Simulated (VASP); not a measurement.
Write the native input for VASP 6.6.1 that does the following.

```yaml
Task: single point
Functional: PBE
Potentials_or_basis: VASP PAW PBE potentials, release 64 (In_d, Se)
Cutoff: 520 eV
k_mesh: 8 × 8 × 6
Occupations: gaussian, width 0.05 eV
Spin: no spin polarisation
Dipole_correction: no
Further_INCAR_settings: ALGO = Normal; EDIFF = 1e-06; NBANDS = 27
```

The structure of InSe lies in POSCAR:

```
InSe
1.0
    5.8878909526     -2.1345623443      0.0453164279
    5.8878909526      2.1345623443      0.0453164279
   -1.5459825095      0.0000000000      5.0781431589
In Se
2 2
Direct
    0.8798970786      0.8959048326      0.0533034054
    0.1040951674      0.1201029214      0.9466965946
    0.6779663094      0.6546922176      0.6952062322
    0.3453077824      0.3220336906      0.3047937678
```

This cell differs from its parent crystal: atoms displaced along a vibrational mode, the cell strained.

One way to write it, as run:

INCAR

```
SYSTEM = InSe
  PREC = Accurate
  ENCUT = 520
  EDIFF = 1E-6
  ISMEAR = 0
  SIGMA = 0.05
  LREAL = .FALSE.
  LASPH = .TRUE.
  NELM = 80
  ALGO = Normal
  ISIF = 2
  LWAVE = .FALSE.
  LCHARG = .TRUE.
  GGA = PE
  LELF = .TRUE.
  LVHAR = .TRUE.
  NBANDS = 27
```

KPOINTS

```
Automatic mesh
0
G
  8 8 6
  0 0 0
```

Potentials or basis: VASP PAW PBE potentials, release 64 (In_d, Se).

Launch:

```bash
$ cat potpaw_PBE.64/In_d/POTCAR potpaw_PBE.64/Se/POTCAR > POTCAR
$ mpirun -np 1 vasp_std > vasp.out
```

Results of the run:

| Quantity | Value |
| --- | --- |
| Pressure | -0.4 GPa |
| Largest force | 0.473 eV/Å |
| Band gap on the k mesh | 0.84 eV (least direct gap 0.99 eV) |

Caveat: the cell differs from its parent crystal (atoms displaced along a vibrational mode, the cell strained); spin-orbit coupling is left out, which moves the levels of the heavy elements.

It took 5.3 min on 1 thread of Intel(R) Xeon(R) 6975P-C (Granite Rapids), on a shared host, peak memory 0.51 GiB.
